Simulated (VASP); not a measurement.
# Hf2SnTe6: single point with PBE

The system is Hf2SnTe6.

```
Hf Sn Te
1.0
     4.03667    0.00000    0.00000
    -2.01833    3.49585    0.00000
     0.00000    0.00000   21.75401
Hf Sn Te
2 1 6
Direct
  0.00000 0.00000 0.83502
  0.00000 0.00000 0.16498
  0.00000 0.00000 0.50000
  0.33333 0.66667 0.91526
  0.33333 0.66667 0.24515
  0.33333 0.66667 0.58358
  0.66667 0.33333 0.08474
  0.66667 0.33333 0.41642
  0.66667 0.33333 0.75485
```

| Property | Result |
| --- | --- |
| Program | VASP 6.6.1 |
| Task | single point |
| Functional | PBE |
| Potentials or basis | VASP PAW PBE potentials, release 64 (Hf_pv, Sn_d, Te) |
| Cutoff | 520 eV |
| k mesh | 6 × 6 × 1 |
| Occupations | gaussian, width 0.2 eV |
| Spin | no spin polarisation |

The pressure is -0.1 GPa. The largest force is 0.029 eV/Å and the band gap on the k mesh is zero (bands 35 and 36 overlap by 0.46 eV).

Forces on the atoms (eV/Å):
```
Hf   0.000  0.000 -0.004
Hf   0.000  0.000  0.004
Sn   0.000  0.000  0.000
Te   0.000  0.000 -0.001
Te   0.000  0.000 -0.002
Te   0.000  0.000  0.029
Te   0.000  0.000  0.001
Te   0.000  0.000 -0.029
Te   0.000  0.000  0.002
```

Stress tensor (GPa, compression positive):
```
-0.23  0.00  0.00
 0.00 -0.23  0.00
 0.00  0.00  0.09
```

Levels at points of the mesh, in eV from the Fermi level:
```tsv
k point	band 31	band 32	band 33	band 34	band 35	band 36	band 37	band 38	band 39	band 40
(0.00, 0.00, 0.00)	-0.02	0.14	0.14	0.18	0.18	0.77	0.84	0.84	0.85	0.85
(0.50, 0.00, 0.00)	-1.67	-1.39	-1.24	-1.16	-0.54	-0.28	0.03	0.15	2.20	2.21
```

Run time: 2.6 min on 1 thread of Intel(R) Xeon(R) 6975P-C (Granite Rapids), with other jobs on the host, peak memory 0.42 GiB.

Caveat: spin-orbit coupling is left out, which moves the levels of the heavy elements; this functional lacks dispersion, which binds layers or chains, so the pressure and a relaxed spacing across them are unreliable.
